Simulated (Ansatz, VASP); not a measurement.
Two plane-wave programs on ZnS

The input POSCAR:

```
ZnS
1.0
    3.7670093187      0.0000000000      0.0000000000
   -1.8835046594      3.2623257663      0.0000000000
    0.0000000000      0.0000000000      6.1809181516
Zn S
2 2
Direct
    0.3333333333      0.6666666667      0.0003381269
    0.6666666667      0.3333333333      0.5003381269
    0.3333333333      0.6666666667      0.3746618731
    0.6666666667      0.3333333333      0.8746618731
```

INCAR.step1

```
SYSTEM = ZnS
ALGO = Normal
EDIFF = 1E-4
ENCUT = 520
GGA = PE
ISMEAR = 0
LASPH = .TRUE.
LCHARG = .FALSE.
LREAL = .FALSE.
LWAVE = .TRUE.
NBANDS = 26
NELM = 60
PREC = Accurate
SIGMA = 0.01
```

File INCAR.step2:

```
SYSTEM = ZnS
ALGO = Normal
EDIFF = 1E-7
ENCUT = 520
ISIF = 2
ISMEAR = 0
ISTART = 1
LASPH = .TRUE.
LCHARG = .FALSE.
LMIXTAU = .TRUE.
LREAL = .FALSE.
LWAVE = .FALSE.
METAGGA = R2SCAN
NBANDS = 26
NELM = 60
PREC = Accurate
SIGMA = 0.01
```

The input KPOINTS:

```
k-points
0
G
  6 6 4
  0 0 0
```

Input for Ansatz:

```yaml
crystal:
  lattice:
    - [3.7670093187, 0.0, 0.0]
    - [-1.8835046594, 3.2623257663, 0.0]
    - [0.0, 0.0, 6.1809181516]
  atoms:
    - { symbol: Zn, position: [0.3333333333, 0.6666666667, 0.0003381269] }
    - { symbol: Zn, position: [0.6666666667, 0.3333333333, 0.5003381269] }
    - { symbol: S, position: [0.3333333333, 0.6666666667, 0.3746618731] }
    - { symbol: S, position: [0.6666666667, 0.3333333333, 0.8746618731] }
kpoints:
  mp_grid: { grid: [6, 6, 4] }
hamiltonian:
  xc: r2scan
scf:
  occupations: { method: fixed }
  n_extra_bands: 5
output:
  forces: true
  stress: true
  eigenvalues: true
```

Alike in both runs: task single point; functional r2SCAN; k mesh 6 × 6 × 4; no spin polarisation.

|  | VASP | Ansatz |
| --- | --- | --- |
| version | VASP 6.6.1 | Ansatz 0.2.0 |
| potentials or method | VASP PAW PBE potentials, release 64 (Zn, S) | plane waves, PAW |
| plane-wave cutoff (eV) | 520 | 500 |
| occupations | gaussian, width 0.01 eV | fixed |
| valence electrons in the cell | 36 | 36 |

VASP gave:

- gap on the k mesh at the Fermi level (eV): 2.94
- pressure (GPa): 2.7
- rms of the force components (eV/Å): 0.010

Question: Estimate Ansatz's values.

Answer: gap on the k mesh at the Fermi level (eV): 2.93; pressure (GPa): 2.6; rms of the force components (eV/Å): 0.007.

VASP's potentials were made for PBE, not for r2SCAN. Atom by atom the forces differ by 0.003 eV/Å (rms over components).
